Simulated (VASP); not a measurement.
# HfO2 (Fm-3m) in VASP: dielectric tensor with r2SCAN

Aim: the dielectric tensor of HfO2 with r2SCAN.

All numbers are computed with VASP 6.6.1; they aren't measurements. Logs are shortened: lines on timing, memory, paths and dates and some standing lists are left out, and cuts for length are marked.

**1. The cell of the first run**

The structure is cubic, space group Fm-3m (No. 225). Conventional cell: a = 5.058 Å, b = 5.058 Å, c = 5.058 Å, α = 90.00°, β = 90.00°, γ = 90.00°. Within 2.9 Å of Hf (site symmetry m-3m) lie 8 O at 2.19 Å. Within 2.9 Å of O (site symmetry -43m) lie 4 Hf at 2.19 Å and 6 O at 2.53 Å.

**2. Dielectric tensor, r2SCAN**

INCAR

```
PREC = Accurate ; ENCUT = 580
EDIFF = 1E-8 ; ISMEAR = 0
SIGMA = 0.01 ; LREAL = False
LASPH = True ; NELM = 120
ALGO = Normal ; ISIF = 2
LWAVE = False ; LCHARG = False
METAGGA = R2SCAN ; LMIXTAU = True
LCALCEPS = True ; GGA_COMPAT = False
```

KPOINTS

```
Automatic mesh
0
Gamma
  8 8 8
```

POSCAR

```
HfO2
1.0
    0.0000000000      2.5291823184      2.5291823184
    2.5291823184      0.0000000000      2.5291823184
    2.5291823184      2.5291823184      0.0000000000
Hf O
1 2
Direct
    0.0000000000      0.0000000000      0.0000000000
    0.2500000000      0.2500000000      0.2500000000
    0.7500000000      0.7500000000      0.7500000000
```

Potentials or basis: VASP PAW PBE potentials, release 64 (Hf_pv, O).

Command:

```bash
$ cat potpaw_PBE.64/Hf_pv/POTCAR potpaw_PBE.64/O/POTCAR > POTCAR
$ mpirun -np 1 vasp_std > vasp.out
```

OUTCAR:

```text
PREC = Accurate
   ENCUT = 580
   EDIFF = 1E-8
   ISMEAR = 0
   LREAL = False
   LASPH = True
   NELM = 120
   ISIF = 2
   METAGGA = R2SCAN

 ion  position               nearest neighbor table
   1  0.000  0.000  0.000-   3 2.19   3 2.19   3 2.19   2 2.19   3 2.19   2 2.19   2 2.19   2 2.19

   2  0.250  0.250  0.250-   1 2.19   1 2.19   1 2.19   1 2.19
   3  0.750  0.750  0.750-   1 2.19   1 2.19   1 2.19   1 2.19

  LATTYP: Found a face centered cubic cell.
 ALAT       =     5.0583646368

  Lattice vectors:

 A1 = (   0.0000000000,   2.5291823184,   2.5291823184)
 A2 = (   2.5291823184,   0.0000000000,   2.5291823184)
 A3 = (   2.5291823184,   2.5291823184,   0.0000000000)

Analysis of symmetry for initial positions (statically):
=====================================================================
 Subroutine PRICEL returns:
 Original cell was already a primitive cell.

 Routine SETGRP: Setting up the symmetry group for a
 face centered cubic supercell.

 Subroutine GETGRP returns: Found 48 space group operations
 (whereof 48 operations were pure point group operations)
 out of a pool of 48 trial point group operations.

The static configuration has the point symmetry O_h .

Analysis of symmetry for dynamics (positions and initial velocities):
=====================================================================
 Subroutine PRICEL returns:
 Original cell was already a primitive cell.

 Routine SETGRP: Setting up the symmetry group for a
 face centered cubic supercell.

 Subroutine GETGRP returns: Found 48 space group operations
 (whereof 48 operations were pure point group operations)
 out of a pool of 48 trial point group operations.

The dynamic configuration has the point symmetry O_h .

 Subroutine INISYM returns: Found 48 space group operations
 (whereof 48 operations are pure point group operations),
 and found     1 'primitive' translations

----------------------------------------------------------------------------------------

                                     Primitive cell

  volume of cell :      32.3572

  direct lattice vectors                    reciprocal lattice vectors
[... 145 lines left out ...]
 Fermi energy:         4.0684137583

 k-point     1 :       0.0000    0.0000    0.0000
  band No.  band energies     occupation
      1     -26.6570      2.00000
      2     -26.6570      2.00000
      3     -26.6570      2.00000
      4     -15.8042      2.00000
      5     -12.7687      2.00000
      6      -1.5160      2.00000
      7      -1.5160      2.00000
      8      -1.5160      2.00000
      9       3.3277      2.00000
     10       3.3277      2.00000
     11       3.3277      2.00000
     12   10000.0000      0.00000
     13   10000.0000      0.00000
     14   10000.0000      0.00000
[... 401 lines left out ...]
      2     -26.8402      2.00000
      3     -26.7358      2.00000
      4     -14.2137      2.00000
      5     -13.6555      2.00000
      6      -0.9782      2.00000
      7      -0.5927      2.00000
      8       0.3722      2.00000
      9       1.6681      2.00000
     10       2.5744      2.00000
     11       2.6804      2.00000
     12   10000.0000      0.00000
     13   10000.0000      0.00000
     14   10000.0000      0.00000
     15   10000.0000      0.00000

 [... further k-points ...]

------------------------ aborting loop because EDIFF is reached ----------------------------------------

            Ionic dipole moment: p[ion]=(     0.00000     0.00000     0.00000 ) |e| Angst

 Total electronic dipole moment: p[elc]=(     0.00000     0.00000     0.00692 ) |e| Angst

 MACROSCOPIC STATIC DIELECTRIC TENSOR (including local field effects)
 ------------------------------------------------------
           4.871621     0.000000     0.000000
          -0.000000     4.871621     0.000000
          -0.000000    -0.000000     4.871621
 ------------------------------------------------------

 PIEZOELECTRIC TENSOR (including local field effects) (e Angst)
          XX          YY          ZZ          XY          YZ          ZX
  --------------------------------------------------------------------------------
  x     0.00000     0.00000     0.00000     0.00000     0.00000     0.00000
  y     0.00000     0.00000     0.00000     0.00000     0.00000     0.00000
  z     0.00000     0.00000     0.00000     0.00000     0.00000     0.00000

 PIEZOELECTRIC TENSOR (including local field effects) (C/m^2)
          XX          YY          ZZ          XY          YZ          ZX
  --------------------------------------------------------------------------------
  x     0.00000     0.00000     0.00000     0.00000     0.00000     0.00000
  y     0.00000     0.00000     0.00000     0.00000     0.00000     0.00000
  z     0.00000     0.00000     0.00000     0.00000     0.00000     0.00000

 BORN EFFECTIVE CHARGES (including local field effects) (in |e|, cummulative output)
 ---------------------------------------------------------------------------------
 ion    1
    1     5.47325     0.00000     0.00000
    2    -0.00000     5.47325     0.00000
    3    -0.00000    -0.00000     5.47325
 ion    2
    1    -2.73663     0.00000    -0.00000
    2     0.00000    -2.73663    -0.00000
    3     0.00000     0.00000    -2.73663
 ion    3
    1    -2.73663    -0.00000     0.00000
    2     0.00000    -2.73663    -0.00000
    3    -0.00000    -0.00000    -2.73663

  FORCE on cell =-STRESS in cart. coord.  units (eV):
  Direction    XX          YY          ZZ          XY          YZ          ZX
  --------------------------------------------------------------------------------------
  -------------------------------------------------------------------------------------
  Total       -0.8460581     -0.8460581     -0.8460581      0.0000000      0.0000000     -0.0000000
  in kB      -41.8928916    -41.8928916    -41.8928916      0.0000000      0.0000000     -0.0000000
  external PRESSURE =     -41.8928916 kB  Pullay stress =       0.0000000 kB

 VOLUME and BASIS-vectors are now :
 -----------------------------------------------------------------------------
  energy-cutoff  :      580.00
  volume of cell :       32.36
      direct lattice vectors                 reciprocal lattice vectors
     0.000000000  2.529182318  2.529182318    -0.197692352  0.197692352  0.197692352
     2.529182318  0.000000000  2.529182318     0.197692352 -0.197692352  0.197692352
     2.529182318  2.529182318  0.000000000     0.197692352  0.197692352 -0.197692352

 POSITION                                       TOTAL-FORCE (eV/Angst)
 -----------------------------------------------------------------------------------
      0.00000      0.00000      0.00000        -0.000000     -0.000000      0.000000
      1.26459      1.26459      1.26459        -0.000000     -0.000000     -0.000000
      3.79377      3.79377      3.79377         0.000000      0.000000      0.000000
 -----------------------------------------------------------------------------------
    total drift:                                0.000000      0.000000      0.000000

  FREE ENERGIE OF THE ION-ELECTRON SYSTEM (eV)
  ---------------------------------------------------
  free  energy   TOTEN  =       -68.5527792173 eV

  energy  without entropy=      -68.5527792173  energy(sigma->0) =      -68.55277922
```

Wall time 1.7 h (1 thread of Intel Xeon 8259CL, shared host); peak memory 0.47 GiB.

What came out:

| Property | Result |
| --- | --- |
| Band gap on the k mesh | 4.32 eV |
| Electronic dielectric tensor (diagonal) | 4.87 |
| Born charges (mean of the diagonal) | Hf +5.47; O -2.74 e |

Levels at points of the mesh, in eV from the valence-band top:
```
           k point  band 7  band 8  band 9  band 10  band 11  band 12  band 13  band 14  band 15
(0.00, 0.00, 0.00)   -5.48   -5.48   -0.64    -0.64    -0.64     4.42     4.42     6.52    11.09
(0.50, 0.00, 0.00)   -4.40   -3.08   -2.82    -1.90    -1.90     5.13     5.13     7.56     9.64
(0.50, 0.50, 0.00)   -3.60   -3.60   -1.56    -1.56     0.00     4.32     6.05     7.24     8.73
```

Electronic dielectric tensor:
```
4.87 0.00 0.00
0.00 4.87 0.00
0.00 0.00 4.87
```

Born effective charge tensors (e):
atom 1, Hf
```
5.47 0.00 0.00
0.00 5.47 0.00
0.00 0.00 5.47
```
atom 2, O
```
-2.74  0.00  0.00
 0.00 -2.74  0.00
 0.00  0.00 -2.74
```
atom 3, O
```
-2.74  0.00  0.00
 0.00 -2.74  0.00
 0.00  0.00 -2.74
```

Dipole moments of the cell (e·Å, modulo the quantum): ionic 0.000, 0.000, 0.000; electronic 0.000, 0.000, 0.007

Caveat: the PAW data sets were made with another functional, which shifts forces and pressure a little; spin-orbit coupling is left out, which moves the levels of the heavy elements. A k mesh can miss the band edges.
